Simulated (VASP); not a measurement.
# MnNiB3 (Pm-3m) in VASP: further runs, part 3 of 3

VASP 6.6.1. Earlier steps stand in the parts before.

### Step 5. Relaxation of cell and atoms, PBE

Input file INCAR:

```
PREC = Accurate
ENCUT = 600
EDIFF = 1E-6
ISMEAR = 0
SIGMA = 0.1
LREAL = False
LASPH = True
NELM = 100
ALGO = Normal
ISIF = 3
LWAVE = False
LCHARG = False
GGA = PE
IBRION = 2
NSW = 100
EDIFFG = -0.01
```

Input file KPOINTS:

```
regular mesh
0
Gamma
  10 10 10
```

Input file POSCAR:

```
MnNiB3
1.0
    3.7196677341      0.0000000000      0.0000000000
    0.0000000000      3.7196677341      0.0000000000
    0.0000000000      0.0000000000      3.7196677341
Mn Ni B
1 1 3
Direct
    0.5000000000      0.5000000000      0.5000000000
    0.0000000000      0.0000000000      0.0000000000
    0.0000000000      0.5000000000      0.5000000000
    0.5000000000      0.5000000000      0.0000000000
    0.5000000000      0.0000000000      0.5000000000
```

Potentials or basis: VASP PAW PBE potentials, release 64 (Mn_pv, Ni, B).

On the command line:

```sh
cat potpaw_PBE.64/Mn_pv/POTCAR potpaw_PBE.64/Ni/POTCAR potpaw_PBE.64/B/POTCAR > POTCAR
mpirun -np 1 vasp_std > vasp.out
```

OUTCAR:

```text
PREC = Accurate
   ENCUT = 600
   EDIFF = 1E-6
   ISMEAR = 0
   LREAL = False
   LASPH = True
   NELM = 100
   ISIF = 3
   GGA = PE
   IBRION = 2
   NSW = 100
   EDIFFG = -0.01

 ion  position               nearest neighbor table
   1  0.500  0.500  0.500-   3 1.86   4 1.86   5 1.86   4 1.86   5 1.86   3 1.86
   2  0.000  0.000  0.000-
   3  0.000  0.500  0.500-   1 1.86   1 1.86
   4  0.500  0.500  0.000-   1 1.86   1 1.86
   5  0.500  0.000  0.500-   1 1.86   1 1.86

  LATTYP: Found a simple cubic cell.
 ALAT       =     3.7196677341

  Lattice vectors:

 A1 = (   3.7196677341,   0.0000000000,   0.0000000000)
 A2 = (   0.0000000000,   3.7196677341,   0.0000000000)
 A3 = (   0.0000000000,   0.0000000000,   3.7196677341)

Analysis of symmetry for initial positions (statically):
=====================================================================
 Subroutine PRICEL returns:
 Original cell was already a primitive cell.

 Routine SETGRP: Setting up the symmetry group for a
 simple cubic supercell.

 Subroutine GETGRP returns: Found 48 space group operations
 (whereof 48 operations were pure point group operations)
 out of a pool of 48 trial point group operations.

The static configuration has the point symmetry O_h .

Analysis of symmetry for dynamics (positions and initial velocities):
=====================================================================
 Subroutine PRICEL returns:
 Original cell was already a primitive cell.

 Routine SETGRP: Setting up the symmetry group for a
 simple cubic supercell.

 Subroutine GETGRP returns: Found 48 space group operations
 (whereof 48 operations were pure point group operations)
 out of a pool of 48 trial point group operations.

The dynamic configuration has the point symmetry O_h .

 Subroutine INISYM returns: Found 48 space group operations
 (whereof 48 operations are pure point group operations),
 and found     1 'primitive' translations

----------------------------------------------------------------------------------------

                                     Primitive cell

  volume of cell :      51.4651

  direct lattice vectors                    reciprocal lattice vectors
     3.719667734  0.000000000  0.000000000     0.268841217  0.000000000  0.000000000
     0.000000000  3.719667734  0.000000000     0.000000000  0.268841217  0.000000000
     0.000000000  0.000000000  3.719667734     0.000000000  0.000000000  0.268841217

  length of vectors
     3.719667734  3.719667734  3.719667734     0.268841217  0.268841217  0.268841217

  position of ions in fractional coordinates (direct lattice)
     0.500000000  0.500000000  0.500000000
     0.000000000  0.000000000  0.000000000
     0.000000000  0.500000000  0.500000000
     0.500000000  0.500000000  0.000000000
     0.500000000  0.000000000  0.500000000

  ion indices of the primitive-cell ions
   primitive index   ion index
                 1           1
                 2           2
                 3           3
                 4           4
                 5           5

----------------------------------------------------------------------------------------

 KPOINTS: regular mesh

Automatic generation of k-mesh.
[... 25 lines left out ...]
  0.200000  0.000000  0.000000      6.000000
  0.300000  0.000000  0.000000      6.000000
  0.400000  0.000000  0.000000      6.000000
  0.500000  0.000000  0.000000      3.000000
[... 16 lines left out ...]
  0.200000  0.100000  0.100000     24.000000
  0.300000  0.100000  0.100000     24.000000
 [... further k-points ...]
   k-points           NKPTS =     56   k-points in BZ     NKDIM =     56   number of bands    NBANDS=     20
   number of dos      NEDOS =    301   number of ions     NIONS =      5
   total plane-waves  NPLWV =  27000
   dimension x,y,z NGX =    30 NGY =   30 NGZ =   30
   dimension x,y,z NGXF=    60 NGYF=   60 NGZF=   60
   ions per type =               1   1   3
   NGX,Y,Z   is equivalent  to a cutoff of  13.41, 13.41, 13.41 a.u.
   NGXF,Y,Z  is equivalent  to a cutoff of  26.82, 26.82, 26.82 a.u.
 SYSTEM =  unknown system
   PREC   = accura    normal or accurate (medium, high low for compatibility)
   ISTART =      0    job   : 0-new  1-cont  2-samecut
   ICHARG =      2    charge: 1-file 2-atom 10-const
   ISPIN  =      1    spin polarized calculation?
   LNONCOLLINEAR =      F non collinear calculations
   LSORBIT =      F    spin-orbit coupling
   LASPH  =      T    aspherical Exc in radial PAW
   ENCUT  =  600.0 eV  44.10 Ry    6.64 a.u.   7.43  7.43  7.43*2*pi/ulx,y,z
   NELM   =    100;   NELMIN=  2; NELMDL= -5     # of ELM steps
   EDIFF  = 0.1E-05   stopping-criterion for ELM
   LREAL  =      F    real-space projection
   EDIFFG = -.1E-01   stopping-criterion for IOM
   NSW    =    100    number of steps for IOM
   IBRION =      2    ionic relax: 0-MD 1-quasi-New 2-CG
   NFREE  =      1    steps in history (QN), initial steepest desc. (CG)
   ISIF   =      3    stress and relaxation
   ISYM   =      2    0-nonsym 1-usesym 2-fastsym
   POTIM  = 0.5000    time-step for ionic-motion
   TEBEG  =    0.0;   TEEND  =   0.0 temperature during run
   PSTRESS=    0.0 pullay stress
   NELECT =      32.0000    total number of electrons
   NUPDOWN=      -1.0000    fix difference up-down
   EMIN   =  10.00;   EMAX   =-10.00  energy-range for DOS
   EFERMI =   0.00;   METHOD = LEGACY
   ISMEAR =     0;   SIGMA  =   0.10  broadening in eV -4-tet -1-fermi 0-gaus
   EFERMI_NEDOS =   21; number of points for ismear=-14 and -15
   IALGO  =     38    algorithm
   IMIX   =      4    mixing-type and parameters
     AMIX     =   0.40;   BMIX     =  1.00
     AMIX_MAG =   1.60;   BMIX_MAG =  1.00
  volume/ion in A,a.u.               =      10.29        69.46
  Fermi-wavevector in a.u.,A,eV,Ry     =   1.397293  2.640500 26.564375  1.952426
  Thomas-Fermi vector in A             =   2.520563
   LORBIT       =      0    0 simple, 1 ext, 2 COOP (PROOUT), +10 PAW based schemes
   GGA     = PE    functional components
   LHFCALC =     F    Hartree Fock is set to
   AEXX    =    0.0000 exact exchange contribution
   IVDW    =     0    specifies the selected vdW correction
   LEPSILON=     F    determine dielectric tensor
   LRPA    =     F    only Hartree local field effects (RPA)
 conjugate gradient relaxation of ions
 non-spin polarized calculation
 Gauss-broadening in eV      SIGMA  =   0.10
  energy-cutoff  :      600.00
  volume of cell :       51.47
 maximum number of plane-waves:      1743
 NGX is ok and might be reduce to    30
   NGX = 15   NGY = 15   NGZ = 15

 number of electron      31.9999987 magnetization

 Free energy of the ion-electron system (eV)
  ---------------------------------------------------
  ext. energy  EPLUGINS =         0.00000000
  ---------------------------------------------------
  free energy    TOTEN  =       -29.51796933 eV

  energy without entropy =      -29.49998896  energy(sigma->0) =      -29.50897914

 E-fermi :   6.2297     XC(G=0): -11.8051

 val. band max:        6.2205074902   @ k =   0.5000   0.5000   0.3000
 cond. band min:       6.2301279000   @ k =   0.2000   0.1000   0.1000
 fundamental gap:      0.0096204098
 Fermi energy:         6.2297394417

 k-point     1 :       0.0000    0.0000    0.0000
  band No.  band energies     occupation
      1     -41.1340      2.00000
      2     -41.1340      2.00000
      3     -41.1340      2.00000
      4      -4.8787      2.00000
      5       0.7655      2.00000
      6       0.7655      2.00000
[... 541 lines left out ...]
     19       9.3062      0.00000
     20      10.4918      0.00000

 [... further k-points ...]

------------------------ aborting loop because EDIFF is reached ----------------------------------------

  FORCE on cell =-STRESS in cart. coord.  units (eV):
  Direction    XX          YY          ZZ          XY          YZ          ZX
  --------------------------------------------------------------------------------------
  -------------------------------------------------------------------------------------
  Total        0.0166065      0.0166065      0.0166065     -0.0000000     -0.0000000      0.0000000
  in kB        0.5169815      0.5169815      0.5169815     -0.0000000     -0.0000000      0.0000000
  external PRESSURE =       0.5169815 kB  Pullay stress =       0.0000000 kB

 VOLUME and BASIS-vectors are now :
 -----------------------------------------------------------------------------
  energy-cutoff  :      600.00
  volume of cell :       51.47
      direct lattice vectors                 reciprocal lattice vectors
     3.719667734  0.000000000  0.000000000     0.268841217  0.000000000  0.000000000
     0.000000000  3.719667734  0.000000000     0.000000000  0.268841217  0.000000000
     0.000000000  0.000000000  3.719667734     0.000000000  0.000000000  0.268841217

 POSITION                                       TOTAL-FORCE (eV/Angst)
 -----------------------------------------------------------------------------------
      1.85983      1.85983      1.85983         0.000000      0.000000      0.000000
      0.00000      0.00000      0.00000         0.000000      0.000000      0.000000
      0.00000      1.85983      1.85983         0.000000      0.000000      0.000000
      1.85983      1.85983      0.00000         0.000000      0.000000      0.000000
      1.85983      0.00000      1.85983         0.000000      0.000000      0.000000
 -----------------------------------------------------------------------------------
    total drift:                                0.000000      0.000000      0.000000

  FREE ENERGIE OF THE ION-ELECTRON SYSTEM (eV)
  ---------------------------------------------------
  free  energy   TOTEN  =       -29.5179693252 eV

  energy  without entropy=      -29.4999889589  energy(sigma->0) =      -29.50897914

 reached required accuracy - stopping structural energy minimisation
```

OSZICAR:

```text
N       E                     dE             d eps       ncg     rms          rms(c)
DAV:   1     0.249118701851E+03    0.24912E+03   -0.18257E+04  2328   0.203E+03
DAV:   2    -0.173009388029E+02   -0.26642E+03   -0.25785E+03  2240   0.438E+02
DAV:   3    -0.351857130539E+02   -0.17885E+02   -0.16615E+02  2796   0.116E+02
DAV:   4    -0.360755406572E+02   -0.88983E+00   -0.85242E+00  2984   0.225E+01
DAV:   5    -0.361094951214E+02   -0.33954E-01   -0.33565E-01  3140   0.431E+00    0.332E+01
DAV:   6    -0.590623824345E+02   -0.22953E+02   -0.32196E+02  2640   0.237E+02    0.652E+01
DAV:   7    -0.364196694838E+02    0.22643E+02   -0.60935E+01  2804   0.911E+01    0.202E+01
DAV:   8    -0.312281605913E+02    0.51915E+01   -0.25643E+01  3032   0.806E+01    0.161E+01
DAV:   9    -0.295368661797E+02    0.16913E+01   -0.57198E+00  3404   0.404E+01    0.505E+00
DAV:  10    -0.295451968327E+02   -0.83307E-02   -0.42342E-01  2364   0.579E+00    0.284E+00
DAV:  11    -0.295179618496E+02    0.27235E-01   -0.10098E-01  3336   0.549E+00    0.384E-01
DAV:  12    -0.295187607076E+02   -0.79886E-03   -0.56609E-03  3284   0.120E+00    0.391E-01
DAV:  13    -0.295181182389E+02    0.64247E-03   -0.34476E-03  3384   0.108E+00    0.142E-01
DAV:  14    -0.295180590966E+02    0.59142E-04   -0.22322E-04  2448   0.156E-01    0.111E-01
DAV:  15    -0.295179738500E+02    0.85247E-04   -0.11397E-04  3416   0.174E-01    0.266E-02
DAV:  16    -0.295179698312E+02    0.40188E-05   -0.16853E-05  3220   0.431E-02    0.835E-03
DAV:  17    -0.295179693252E+02    0.50604E-06   -0.83694E-07  1368   0.137E-02
   1 F= -.29517969E+02 E0= -.29508979E+02  d E =-.295180E+02
```

CONTCAR:

```text
MnNiB3
   1.00000000000000
     3.7196677341000002    0.0000000000000000    0.0000000000000000
     0.0000000000000000    3.7196677341000002    0.0000000000000000
     0.0000000000000000    0.0000000000000000    3.7196677341000002
  Mn              Ni              B
     1     1     3
Direct
     0.5000000000000000    0.5000000000000000    0.5000000000000000
     0.0000000000000000    0.0000000000000000    0.0000000000000000
     0.0000000000000000    0.5000000000000000    0.5000000000000000
     0.5000000000000000    0.5000000000000000    0.0000000000000000
     0.5000000000000000    0.0000000000000000    0.5000000000000000

  0.00000000E+00  0.00000000E+00  0.00000000E+00
  0.00000000E+00  0.00000000E+00  0.00000000E+00
  0.00000000E+00  0.00000000E+00  0.00000000E+00
  0.00000000E+00  0.00000000E+00  0.00000000E+00
  0.00000000E+00  0.00000000E+00  0.00000000E+00
```

It took 62 s on 1 thread of Intel Xeon Platinum 8488C (Sapphire Rapids), shared host; peak memory 0.22 GiB.

What came out:

```
Free energy             : -29.5180 eV
Pressure after relaxing : 0.1 GPa
Band gap on the k mesh  : zero (bands 16 and 17 overlap by 0.93 eV)
```

Final structure:
```cif
data_structure
_symmetry_space_group_name_H-M 'P 1'
_symmetry_Int_Tables_number 1
_cell_length_a 3.7197
_cell_length_b 3.7197
_cell_length_c 3.7197
_cell_angle_alpha 90.000
_cell_angle_beta 90.000
_cell_angle_gamma 90.000
_cell_volume 51.47
loop_
_atom_site_label
_atom_site_type_symbol
_atom_site_fract_x
_atom_site_fract_y
_atom_site_fract_z
_atom_site_occupancy
Mn1 Mn 0.50000 0.50000 0.50000 1
Ni1 Ni 0.00000 0.00000 0.00000 1
B1 B 0.00000 0.50000 0.50000 1
B2 B 0.50000 0.50000 0.00000 1
B3 B 0.50000 0.00000 0.50000 1
```

Caveat: the relaxation stopped at its first step, so nothing moved; the run has no spin polarisation, though such a crystal can be magnetic. Spin polarisation is off, so any magnetic state and its effect on volume and gap are missing.

### Step 6. Relaxation of cell and atoms, PBE, collinear spin, ferromagnetic start

This run uses another cell than the first one, of 8.28 Å³/atom.

Input file INCAR:

```
  ALGO = Normal
  EDIFF = 1E-6
  EDIFFG = -0.04
  ENCUT = 600
  GGA = PE
  IBRION = 2
  ISIF = 3
  ISMEAR = 0
  ISPIN = 2
  LASPH = T
  LCHARG = F
  LMAXMIX = 4
  LORBIT = 11
  LREAL = F
  LWAVE = F
  MAGMOM = 4 2 0 0 0
  NELM = 150
  NSW = 90
  PREC = Accurate
  SIGMA = 0.1
```

Input file KPOINTS:

```
k-points
0
Gamma
  6 6 6
```

POSCAR, as its differences from that of step 5:

```diff
@@ -2,5 +2,5 @@
 1.0
-    3.7196677341      0.0000000000      0.0000000000
-    0.0000000000      3.7196677341      0.0000000000
-    0.0000000000      0.0000000000      3.7196677341
+    3.4599127400      0.0000000000      0.0000000000
+    0.0000000000      3.4599127400      0.0000000000
+    0.0000000000      0.0000000000      3.4599127400
 Mn Ni B
```

Potentials or basis: VASP PAW PBE potentials, release 64 (Mn_pv, Ni, B).

On the command line:

```sh
cat potpaw_PBE.64/Mn_pv/POTCAR potpaw_PBE.64/Ni/POTCAR potpaw_PBE.64/B/POTCAR > POTCAR
mpirun -np 1 vasp_std > vasp.out
```

Run time: 2.5 min. Hardware: 1 thread of Intel Xeon Platinum 8488C (Sapphire Rapids), shared host; peak memory 0.2 GiB.

It converged, with:

```
Free energy                                           : -29.4889 eV
Relaxed volume                                        : 10.31 Å³/atom
Relaxed cell                                          : a = 3.721 Å, b = 3.721 Å, c = 3.721 Å, α = 90.00°, β = 90.00°, γ = 90.00°
Space group after relaxing (to 0.1 Å)                 : Pm-3m (No. 221)
Energy gained by relaxing                             : 276.0 meV/atom
Ionic steps                                           : 3
Pressure after relaxing                               : -0.3 GPa
Band gap on the k mesh                                : zero (filled and empty bands overlap)
Net moment                                            : 0.00 μB per cell
Valence electrons inside the program's atomic spheres : Mn 12.89; Ni 8.87; B 1.69
```

The path:
```csv
step,energy change (eV),largest force (eV/Å),pressure (GPa),volume (Å³)
1,0.0000,0.0000,52.58,41.42
2,-0.8452,0.0000,-17.85,59.94
3,-1.3801,0.0000,-0.29,51.53
```

Final structure:
```
Mn Ni B
1.0
     3.72124    0.00000    0.00000
     0.00000    3.72124    0.00000
     0.00000    0.00000    3.72124
Mn Ni B
1 1 3
Direct
  0.50000 0.50000 0.50000
  0.00000 0.00000 0.00000
  0.00000 0.50000 0.50000
  0.50000 0.50000 0.00000
  0.50000 0.00000 0.50000
```

Levels at points of the mesh, in eV from the Fermi level:
Spin up:
```tsv
k point	band 12	band 13	band 14	band 15	band 16	band 17	band 18	band 19	band 20	band 21
(0.00, 0.00, 0.00)	-1.34	-1.04	-1.04	-0.15	-0.15	-0.15	3.51	3.51	3.51	4.12
(0.50, 0.00, 0.00)	-2.05	-1.02	-0.89	-0.45	0.77	0.77	2.50	2.98	4.10	4.10
(0.50, 0.50, 0.00)	-0.87	-0.86	-0.48	-0.24	-0.24	1.11	1.78	2.56	2.56	5.20
(0.50, 0.50, 0.50)	-3.07	-0.80	-0.80	-0.10	-0.10	-0.10	1.17	2.46	2.46	2.46
```
Spin down:
```tsv
k point	band 12	band 13	band 14	band 15	band 16	band 17	band 18	band 19	band 20	band 21
(0.00, 0.00, 0.00)	-1.33	-1.04	-1.04	-0.15	-0.15	-0.15	3.51	3.51	3.51	4.12
(0.50, 0.00, 0.00)	-2.05	-1.02	-0.89	-0.45	0.77	0.77	2.50	2.98	4.10	4.10
(0.50, 0.50, 0.00)	-0.87	-0.86	-0.48	-0.24	-0.24	1.11	1.78	2.56	2.56	5.20
(0.50, 0.50, 0.50)	-3.07	-0.80	-0.80	-0.10	-0.10	-0.10	1.17	2.46	2.46	2.46
```

Caveat: the volume moved by over 15 % at a fixed basis, so the end points are rough; the moments typed at the start vanished in this run.

### Step 7. Overview

```csv
task,spin,cell,k mesh,cutoff (eV),gap on the mesh (eV),pressure (GPa)
single point,off,"a = 3.721 Å, 5 atoms",10 × 10 × 10,520,none,0.0
single point,"collinear, ferromagnetic start","a = 3.720 Å, 5 atoms",6 × 6 × 6,520,none,1.2
relaxation of cell and atoms,off,"relaxed from a = 3.720 Å, 5 atoms",10 × 10 × 10,600,none,0.1
```

Alike in all rows: level PBE; potentials or basis VASP PAW PBE potentials, release 64 (Mn_pv, Ni, B); smearing gaussian 0.1 eV.

Caveats: the relaxation stopped at its first step, so nothing moved (at least some runs).

Total energies depend on the potentials used, so only differences within one code and one set of settings carry meaning.

The gap in the log of VASP goes by the Fermi energy; the results here count the filled bands.